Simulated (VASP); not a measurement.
Here is a VASP 6.6.1 calculation.

Contents of INCAR:

```
SYSTEM = Mn3Cu
  PREC = Accurate
  ENCUT = 520
  EDIFF = 1E-6
  ISMEAR = 0
  SIGMA = 0.1
  LREAL = .FALSE.
  LASPH = .TRUE.
  NELM = 60
  ALGO = Fast
  ISIF = 2
  LWAVE = .FALSE.
  LCHARG = .TRUE.
  GGA = PS
  LELF = .TRUE.
  LVHAR = .TRUE.
  NBANDS = 33
```

Contents of KPOINTS:

```
regular mesh
0
G
  12 12 12
  0 0 0
```

POSCAR

```
Mn3Cu
1.0
    3.4823879964      0.0000000000      0.0000000000
    0.0000000000      3.4823879964      0.0000000000
    0.0000000000      0.0000000000      3.4823879964
Mn Cu
3 1
Direct
    0.0000000000      0.5000000000      0.5000000000
    0.5000000000      0.0000000000      0.5000000000
    0.5000000000      0.5000000000      0.0000000000
    0.0000000000      0.0000000000      0.0000000000
```

Potentials or basis: VASP PAW PBE potentials, release 64 (Mn_pv, Cu).

Command:

```bash
$ cat potpaw_PBE.64/Mn_pv/POTCAR potpaw_PBE.64/Cu/POTCAR > POTCAR
$ mpirun -np 1 vasp_std > vasp.out
```

(1) Predict the pressure.

(2) Predict the band gap on the k mesh.

Results:

(1) -0.5 GPa.

(2) zero (bands 25 and 26 overlap by 1.35 eV).

Caveat: the PAW data sets were made with another functional, which shifts forces and pressure a little; the run has no spin polarisation, though such a crystal can be magnetic.
